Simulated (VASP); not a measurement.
# CdTe (I-4m2) in VASP: a series of runs

Aim: see how the results for CdTe move with the level of theory and the settings. Levels: HSE06, r2SCAN. Tasks: single point.

All numbers are computed with VASP 6.6.1; they aren't measurements. Logs are shortened: lines on timing, memory, paths and dates and some standing lists are left out, and cuts for length are marked.

## Step 1: The cell of the first run

Symmetry: I-4m2, No. 119, tetragonal system. Conventional cell: a = 4.453 Å, b = 4.453 Å, c = 6.897 Å, α = 90.00°, β = 90.00°, γ = 90.00°. Within 3.7 Å of Cd (site symmetry -4m2) lie 4 Te at 2.82 Å. Te (site symmetry -4m2) has 4 Cd at 2.82 Å within 3.7 Å.

## Step 2: Single point, HSE06 (epitaxial xy strain -4.0%)

POSCAR

```
CdTe
1.0
    0.0000000000      3.1487569115      3.4485483050
    3.1487569115      0.0000000000      3.4485483050
    3.1487569115      3.1487569115      0.0000000000
Cd Te
1 1
Direct
    0.0000000000      0.0000000000      0.0000000000
    0.2500000000      0.2500000000      0.2500000000
```

INCAR.step1

```
PREC = Accurate
ENCUT = 520
EDIFF = 1E-5
ISMEAR = 0
SIGMA = 0.01
LREAL = F
LASPH = T
NELM = 60
ALGO = Normal
ISIF = 2
LWAVE = T
LCHARG = F
NBANDS = 16
GGA = PE
```

INCAR.step2

```
PREC = Accurate
ENCUT = 520
EDIFF = 1E-7
ISMEAR = 0
SIGMA = 0.01
LREAL = F
LASPH = T
NELM = 60
ALGO = Normal
ISIF = 2
LWAVE = F
LCHARG = F
GGA = PE
LHFCALC = T
HFSCREEN = 0.2079
PRECFOCK = Normal
NBANDS = 16
ISTART = 1
```

KPOINTS

```
regular mesh
0
Gamma
  4 4 4
```

Potentials or basis: VASP PAW PBE potentials, release 64 (Cd, Te).

Launch:

```
$ cat potpaw_PBE.64/Cd/POTCAR potpaw_PBE.64/Te/POTCAR > POTCAR
$ cp INCAR.step1 INCAR
$ mpirun -np 1 vasp_std > vasp.out
$ cp INCAR.step2 INCAR
$ mpirun -np 1 vasp_std > vasp.out
```

OUTCAR:

```text
PREC = Accurate
   ENCUT = 520
   EDIFF = 1E-7
   ISMEAR = 0
   LREAL = F
   LASPH = T
   NELM = 60
   ISIF = 2
   GGA = PE
   LHFCALC = T
   HFSCREEN = 0.2079
   PRECFOCK = Normal
   ISTART = 1

 ion  position               nearest neighbor table
   1  0.000  0.000  0.000-   2 2.82   2 2.82   2 2.82   2 2.82
   2  0.250  0.250  0.250-   1 2.82   1 2.82   1 2.82   1 2.82

  LATTYP: Found a body centered tetragonal cell.
 ALAT       =     4.4530147289
 C/A-ratio  =     1.5488600487

  Lattice vectors:

 A1 = (  -3.1487569115,   0.0000000000,   3.4485483050)
 A2 = (   3.1487569115,   0.0000000000,   3.4485483050)
 A3 = (   0.0000000000,   3.1487569115,  -3.4485483050)

Analysis of symmetry for initial positions (statically):
=====================================================================
 Subroutine PRICEL returns:
 Original cell was already a primitive cell.

 Routine SETGRP: Setting up the symmetry group for a
 body centered tetragonal supercell.

 Subroutine GETGRP returns: Found  8 space group operations
 (whereof  8 operations were pure point group operations)
 out of a pool of 16 trial point group operations.

The static configuration has the point symmetry D_2d.

Analysis of symmetry for dynamics (positions and initial velocities):
=====================================================================
 Subroutine PRICEL returns:
 Original cell was already a primitive cell.

 Routine SETGRP: Setting up the symmetry group for a
 body centered tetragonal supercell.

 Subroutine GETGRP returns: Found  8 space group operations
 (whereof  8 operations were pure point group operations)
 out of a pool of 16 trial point group operations.

The dynamic configuration has the point symmetry D_2d.

 Subroutine INISYM returns: Found  8 space group operations
 (whereof  8 operations are pure point group operations),
 and found     1 'primitive' translations

----------------------------------------------------------------------------------------

                                     Primitive cell

  volume of cell :      68.3824

  direct lattice vectors                    reciprocal lattice vectors
     0.000000000  3.148756912  3.448548305    -0.158792823  0.158792823  0.144988545
     3.148756912  0.000000000  3.448548305     0.158792823 -0.158792823  0.144988545
     3.148756912  3.148756912  0.000000000     0.158792823  0.158792823 -0.144988545

[... 78 lines left out ...]
   ISYM   =      3    0-nonsym 1-usesym 2-fastsym
   POTIM  = 0.5000    time-step for ionic-motion
   TEBEG  =    0.0;   TEEND  =   0.0 temperature during run
   PSTRESS=    0.0 pullay stress
   NELECT =      18.0000    total number of electrons
   NUPDOWN=      -1.0000    fix difference up-down
   EMIN   =  10.00;   EMAX   =-10.00  energy-range for DOS
   EFERMI =   0.00;   METHOD = LEGACY
   ISMEAR =     0;   SIGMA  =   0.01  broadening in eV -4-tet -1-fermi 0-gaus
   EFERMI_NEDOS =   21; number of points for ismear=-14 and -15
   IALGO  =     38    algorithm
   IMIX   =      1    mixing-type and parameters
     AMIX     =   0.40;   BMIX     =  1.00
     AMIX_MAG =   1.60;   BMIX_MAG =  1.00
  volume/ion in A,a.u.               =      34.19       230.73
  Fermi-wavevector in a.u.,A,eV,Ry     =   1.049182  1.982666 14.977059  1.100783
  Thomas-Fermi vector in A             =   2.184134
   LORBIT       =      0    0 simple, 1 ext, 2 COOP (PROOUT), +10 PAW based schemes
   GGA     = PE    functional components
   LHFCALC =     T    Hartree Fock is set to
   PRECFOCK=normal    Normal, Fast or Accurate (Low or Medium for compatibility)
   ENCUT4O =  -1.0   cutoff for four orbital integrals eV
   NKREDX  =     1    reduce k-point grid by
   NKREDY  =     1    reduce k-point grid by
   NKREDZ  =     1    reduce k-point grid by
   AEXX    =    0.2500 exact exchange contribution
   HFSCREEN=    0.2079 screening length (either q_TF or 0.3 A-1)
   HFSCREENC=   0.2079 screening length for correlation (either q_TF or 0.3 A-1)
   ENCUTFOCK=  -1.0 apply spherical cutoff to Coloumb kernel
   IVDW    =     0    specifies the selected vdW correction
   LEPSILON=     F    determine dielectric tensor
   LRPA    =     F    only Hartree local field effects (RPA)
 non-spin polarized calculation
 Gauss-broadening in eV      SIGMA  =   0.01
  energy-cutoff  :      520.00
  volume of cell :       68.38
 maximum number of plane-waves:      1876
 NGX is ok and might be reduce to    36
  NGX = 28; NGY = 28; NGZ = 28

 number of electron      17.9999999 magnetization

 Free energy of the ion-electron system (eV)
  ---------------------------------------------------
  ext. energy  EPLUGINS =         0.00000000
  ---------------------------------------------------
  free energy    TOTEN  =        -5.95837338 eV

  energy without entropy =       -5.95837338  energy(sigma->0) =       -5.95837338

 E-fermi :   1.9684     XC(G=0):  -7.1480

 val. band max:        1.9195180124   @ k =   0.0000   0.0000   0.0000
 cond. band min:       3.3114113761   @ k =   0.0000   0.0000   0.0000
 fundamental gap:      1.3918933637
 Fermi energy:         1.9684036289

 k-point     1 :       0.0000    0.0000    0.0000
  band No.  band energies     occupation
      1     -10.2821      2.00000
      2      -7.7949      2.00000
      3      -7.7698      2.00000
      4      -7.7698      2.00000
      5      -7.5250      2.00000
      6      -7.5215      2.00000
[... 224 lines left out ...]
      3      -7.6349      2.00000
      4      -7.5586      2.00000
      5      -7.5243      2.00000
      6      -6.7784      2.00000
[... 8 lines left out ...]
     15      14.6566      0.00000
     16      14.8644      0.00000

------------------------ aborting loop because EDIFF is reached ----------------------------------------

  FORCE on cell =-STRESS in cart. coord.  units (eV):
  Direction    XX          YY          ZZ          XY          YZ          ZX
  --------------------------------------------------------------------------------------
  -------------------------------------------------------------------------------------
  Total        0.9039900      0.9039900      0.0865178      0.0000000     -0.0000000      0.0000000
  in kB       21.1801787     21.1801787      2.0270831      0.0000000     -0.0000000      0.0000000
  external PRESSURE =      14.7958135 kB  Pullay stress =       0.0000000 kB

 VOLUME and BASIS-vectors are now :
 -----------------------------------------------------------------------------
  energy-cutoff  :      520.00
  volume of cell :       68.38
      direct lattice vectors                 reciprocal lattice vectors
     0.000000000  3.148756912  3.448548305    -0.158792823  0.158792823  0.144988545
     3.148756912  0.000000000  3.448548305     0.158792823 -0.158792823  0.144988545
     3.148756912  3.148756912  0.000000000     0.158792823  0.158792823 -0.144988545

 POSITION                                       TOTAL-FORCE (eV/Angst)
 -----------------------------------------------------------------------------------
      0.00000      0.00000      0.00000        -0.000000     -0.000000      0.000000
      1.57438      1.57438      1.72427         0.000000      0.000000     -0.000000
 -----------------------------------------------------------------------------------
    total drift:                               -0.000001     -0.000001     -0.000000

  FREE ENERGIE OF THE ION-ELECTRON SYSTEM (eV)
  ---------------------------------------------------
  free  energy   TOTEN  =        -5.9583733755 eV

  energy  without entropy=       -5.9583733755  energy(sigma->0) =       -5.95837338
```

OUTCAR.step1:

```text
PREC = Accurate
   ENCUT = 520
   EDIFF = 1E-5
   ISMEAR = 0
   LREAL = F
   LASPH = T
[... 455 lines left out ...]
 -----------------------------------------------------------------------------------
      0.00000      0.00000      0.00000        -0.000000     -0.000000     -0.000000
      1.57438      1.57438      1.72427         0.000000      0.000000      0.000000
 -----------------------------------------------------------------------------------
    total drift:                               -0.000000     -0.000000     -0.000000

  FREE ENERGIE OF THE ION-ELECTRON SYSTEM (eV)
  ---------------------------------------------------
  free  energy   TOTEN  =        -4.6985702593 eV

  energy  without entropy=       -4.6985702593  energy(sigma->0) =       -4.69857026
```

OSZICAR.step1:

```text
N       E                     dE             d eps       ncg     rms          rms(c)
DAV:   1     0.102050598161E+03    0.10205E+03   -0.83483E+03   416   0.982E+02
DAV:   2    -0.147586724025E+01   -0.10353E+03   -0.98595E+02   504   0.236E+02
DAV:   3    -0.491441395636E+01   -0.34385E+01   -0.34340E+01   520   0.453E+01
DAV:   4    -0.494810620463E+01   -0.33692E-01   -0.33691E-01   640   0.380E+00
DAV:   5    -0.494819431296E+01   -0.88108E-04   -0.88107E-04   536   0.179E-01    0.548E+00
DAV:   6    -0.471507981040E+01    0.23311E+00   -0.39073E-01   480   0.741E+00    0.453E+00
DAV:   7    -0.469694953666E+01    0.18130E-01   -0.11725E-01   464   0.220E+00    0.175E+00
DAV:   8    -0.469805960864E+01   -0.11101E-02   -0.11888E-02   488   0.122E+00    0.502E-01
DAV:   9    -0.469845150209E+01   -0.39189E-03   -0.99990E-04   456   0.327E-01    0.118E-01
DAV:  10    -0.469852734726E+01   -0.75845E-04   -0.12897E-04   544   0.104E-01    0.571E-02
DAV:  11    -0.469857133948E+01   -0.43992E-04   -0.85446E-05   456   0.587E-02    0.362E-02
DAV:  12    -0.469857025925E+01    0.10802E-05   -0.32626E-06   440   0.151E-02
   1 F= -.46985703E+01 E0= -.46985703E+01  d E =-.197744E-44
```

It took 51 min on 1 thread of Intel Xeon 8259CL, shared host; peak memory 0.33 GiB.

What came out:

```
Free energy            : -5.9584 eV
Pressure               : 1.5 GPa
Band gap on the k mesh : 1.39 eV
```

Caveat: the cell differs from its parent crystal (epitaxial xy strain -4.0%); the PAW data sets were made with another functional, which shifts forces and pressure a little; spin-orbit coupling is left out, which moves the levels of the heavy elements.

## Step 3: Single point, HSE06 (epitaxial xy strain -3.0%)

POSCAR

```
CdTe
1.0
    0.0000000000      3.1815564627      3.4054182159
    3.1815564627      0.0000000000      3.4054182159
    3.1815564627      3.1815564627      0.0000000000
Cd Te
1 1
Direct
    0.0000000000      0.0000000000      0.0000000000
    0.2500000000      0.2500000000      0.2500000000
```

INCAR.step1

```
ALGO = Normal
EDIFF = 1E-5
ENCUT = 520
GGA = PE
ISIF = 2
ISMEAR = 0
LASPH = T
LCHARG = F
LREAL = F
LWAVE = T
NBANDS = 16
NELM = 60
PREC = Accurate
SIGMA = 0.01
```

INCAR.step2

```
ALGO = Normal
EDIFF = 1E-7
ENCUT = 520
GGA = PE
HFSCREEN = 0.2079
ISIF = 2
ISMEAR = 0
ISTART = 1
LASPH = T
LCHARG = F
LHFCALC = T
LREAL = F
LWAVE = F
NBANDS = 16
NELM = 60
PREC = Accurate
PRECFOCK = Normal
SIGMA = 0.01
```

KPOINTS

```
k-points
0
Gamma
  4 4 4
```

Potentials or basis: VASP PAW PBE potentials, release 64 (Cd, Te).

Launch:

```
$ cat potpaw_PBE.64/Cd/POTCAR potpaw_PBE.64/Te/POTCAR > POTCAR
$ cp INCAR.step1 INCAR
$ mpirun -np 1 vasp_std > vasp.out
$ cp INCAR.step2 INCAR
$ mpirun -np 1 vasp_std > vasp.out
```

It took 35 min on 1 thread of Intel Xeon 8259CL, shared host; peak memory 0.33 GiB.

It converged, with:

* Free energy: -5.9738 eV
* Pressure: 1.1 GPa
* Band gap on the k mesh: 1.42 eV

Stress tensor (GPa, compression positive):
```
1.60 0.00 0.00
0.00 1.60 0.00
0.00 0.00 0.21
```

Levels at points of the mesh, in eV from the valence-band top:
| k point | band 7 | band 8 | band 9 | band 10 | band 11 | band 12 |
| --- | --- | --- | --- | --- | --- | --- |
| (0.00, 0.00, 0.00) | -0.26 | 0.00 | 0.00 | 1.42 | 5.42 | 5.42 |
| (0.50, 0.00, 0.00) | -4.73 | -1.07 | -0.70 | 2.48 | 5.82 | 6.20 |
| (0.50, 0.50, 0.00) | -4.83 | -1.81 | -1.81 | 3.40 | 3.75 | 9.46 |
| (0.50, 0.00, 0.50) | -4.49 | -2.18 | -2.06 | 3.13 | 3.22 | 9.81 |

Caveat: the cell differs from its parent crystal (epitaxial xy strain -3.0%); the PAW data sets were made with another functional, which shifts forces and pressure a little; spin-orbit coupling is left out, which moves the levels of the heavy elements.

## Step 4: Single point, r2SCAN, non-collinear spin, zero start, spin-orbit coupling (epitaxial xy strain +4.0%)

POSCAR

```
CdTe
1.0
    0.0000000000      3.4111533208      3.0903071346
    3.4111533208      0.0000000000      3.0903071346
    3.4111533208      3.4111533208      0.0000000000
Cd Te
1 1
Direct
    0.0000000000      0.0000000000      0.0000000000
    0.2500000000      0.2500000000      0.2500000000
```

INCAR.step1

```
SYSTEM = CdTe
PREC     = Accurate       ! precision mode
ENCUT    = 520            ! plane-wave cutoff, eV
ISMEAR   = -1             ! smearing method
SIGMA    = 0.02           ! smearing width, eV
LREAL    = .False.        ! projectors in reciprocal space
LASPH    = .True.         ! aspherical terms in the spheres
NELM     = 150            ! most SCF steps
LNONCOLLINEAR= .True.         ! non-collinear magnetism
MAGMOM   = 0 0 0 0 0 0    ! initial moments
LSORBIT  = .True.         ! spin-orbit coupling
GGA_COMPAT= .False.      
NBANDS   = 30             ! bands
GGA      = PE             ! functional
ALGO     = Normal         ! electronic algorithm
EDIFF    = 1E-4           ! SCF threshold, eV
LWAVE    = .True.         ! write WAVECAR
LCHARG   = .False.        ! write CHGCAR
```

INCAR.step2

```
SYSTEM = CdTe
PREC     = Accurate       ! precision mode
ENCUT    = 520            ! plane-wave cutoff, eV
EDIFF    = 1E-7           ! SCF threshold, eV
ISMEAR   = -1             ! smearing method
SIGMA    = 0.02           ! smearing width, eV
LREAL    = .False.        ! projectors in reciprocal space
LASPH    = .True.         ! aspherical terms in the spheres
NELM     = 150            ! most SCF steps
ALGO     = Normal         ! electronic algorithm
ISIF     = 2              ! what is computed and relaxed
LWAVE    = .False.        ! write WAVECAR
LCHARG   = .False.        ! write CHGCAR
LNONCOLLINEAR= .True.         ! non-collinear magnetism
MAGMOM   = 0 0 0 0 0 0    ! initial moments
LORBIT   = 11             ! projections on sites
LSORBIT  = .True.         ! spin-orbit coupling
GGA_COMPAT= .False.      
LORBMOM  = .True.       
METAGGA  = R2SCAN         ! meta-GGA
LMIXTAU  = .True.       
NBANDS   = 30             ! bands
ISTART   = 1
```

KPOINTS

```
Automatic mesh
0
Gamma
  6 6 6
  0 0 0
```

Launch:

```
$ cat potpaw_PBE.64/Cd/POTCAR potpaw_PBE.64/Te/POTCAR > POTCAR
$ cp INCAR.step1 INCAR
$ mpirun -np 1 vasp_ncl > vasp.out
$ cp INCAR.step2 INCAR
$ mpirun -np 1 vasp_ncl > vasp.out
```

Run time: 8.5 min. Hardware: 1 thread of Intel Xeon Platinum 8488C (Sapphire Rapids), shared host; peak memory 0.53 GiB.

Results (log left out):

```yaml
Free_energy: -46.7349 eV
Pressure: -0.8 GPa
Net_moment: 0.00 μB per cell
Valence_electrons_inside_the_program's_atomic_spheres: Cd 10.27; Te 3.45
```

Stress tensor (GPa, compression positive):
```
-1.25  0.00  0.00
 0.00 -1.25  0.00
 0.00  0.00  0.16
```

Moments on the atoms (μB; x, y, z):
```
Cd  0.00 0.00 0.00
Te  0.00 0.00 0.00
```

Caveat: the cell differs from its parent crystal (epitaxial xy strain +4.0%); the PAW data sets were made with another functional, which shifts forces and pressure a little.

## Step 5: Overview

| level | spin | cell | k mesh | smearing | grid for exact exchange (PRECFOCK) | share of exact exchange | screening parameter | gap on the mesh (eV) | pressure (GPa) |
| --- | --- | --- | --- | --- | --- | --- | --- | --- | --- |
| HSE06 | off | a = 4.670, b = 4.670, c = 4.453 Å, angles 61.5, 61.5, 57.0°, 2 atoms | 4 × 4 × 4 | gaussian 0.01 eV | Normal | 0.25 | 0.2079 1/Å | 1.39 | 1.5 |
| HSE06 | off | a = 4.660, b = 4.660, c = 4.499 Å, angles 61.1, 61.1, 57.7°, 2 atoms | 4 × 4 × 4 | gaussian 0.01 eV | Normal | 0.25 | 0.2079 1/Å | 1.42 | 1.1 |
| r2SCAN | non-collinear, zero start, SOC | a = 4.603, b = 4.603, c = 4.824 Å, angles 58.4, 58.4, 63.2°, 2 atoms | 6 × 6 × 6 | fermi-dirac 0.02 eV | - | - | - | - | -0.8 |

Alike in all rows: task single point; potentials or basis VASP PAW PBE potentials, release 64 (Cd, Te); cutoff (eV) 520.

Caveats: the PAW data sets were made with another functional, which shifts forces and pressure a little; spin-orbit coupling is left out, which moves the levels of the heavy elements (at least some runs).

Absolute energies hang on the potentials; compare differences alone.
